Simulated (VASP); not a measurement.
Runs of VASP 6.6.1 on Si4W. The structure is that of space group Im-3m (No. 229), or close to it. The cells are those of the table. 

| task | cell | k mesh | cutoff (eV) | gap on the mesh (eV) | pressure (GPa) | relaxed volume (Å³/atom) |
| --- | --- | --- | --- | --- | --- | --- |
| single point | a = 4.883 Å, angles 109.5°, 5 atoms | 10 × 10 × 10 | 520 | none | 0.0 | - |
| relaxation of cell and atoms | relaxed from a = 4.859 Å, angles 109.5°, 5 atoms | 10 × 10 × 10 | 600 | none | 0.0 | 17.93 |
| single point | a = 4.859 Å, angles 109.5°, 5 atoms | 4 × 4 × 4 | 520 | none | (a) | - |
| relaxation of cell and atoms | relaxed from a = 4.679 Å, angles 109.5°, 5 atoms | 4 × 4 × 4 | 600 | none | 0.1 | 17.71 |

Alike in all rows: level PBE; potentials or basis VASP PAW PBE potentials, release 64 (Si, W_sv); no spin polarisation; smearing gaussian 0.1 eV.

Q: Estimate the missing entries.

A: (a) 0.3.

Caveats: some runs use coarse meshes; spin-orbit coupling is left out, which moves the levels of the heavy elements.

A k mesh can miss the band edges, and the runs leave out spin-orbit coupling on W.

A gap of «none» marks levels without a gap at the run's occupations.
